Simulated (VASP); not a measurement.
Input of a VASP 6.6.1 run:

INCAR

```
SYSTEM = KCl
PREC = Accurate
ENCUT = 520
EDIFF = 1E-6
ISMEAR = 0
SIGMA = 0.01
LREAL = .False.
LASPH = .True.
NELM = 60
ALGO = Normal
ISIF = 2
LWAVE = .False.
LCHARG = .False.
GGA = PS
NBANDS = 15
```

Contents of KPOINTS:

```
Automatic mesh
0
Gamma
  8 8 8
  0 0 0
```

POSCAR

```
KCl
1.0
    0.0000000000      3.0703800394      3.0703800394
    3.0703800394      0.0000000000      3.0703800394
    3.0703800394      3.0703800394      0.0000000000
K Cl
1 1
Direct
    0.0000000000      0.0000000000      0.0000000000
    0.5000000000      0.5000000000      0.5000000000
```

Potentials or basis: VASP PAW PBE potentials, release 64 (K_sv, Cl).

The run is started by

```sh
$ cat potpaw_PBE.64/K_sv/POTCAR potpaw_PBE.64/Cl/POTCAR > POTCAR
$ mpirun -np 1 vasp_std > vasp.out
```

(1) What does it give for the pressure?

(2) What does it give for the band gap on the k mesh?

Results:

(1) 1.1 GPa.

(2) 5.26 eV.

Caveat: the PAW data sets were made with another functional, which shifts forces and pressure a little.
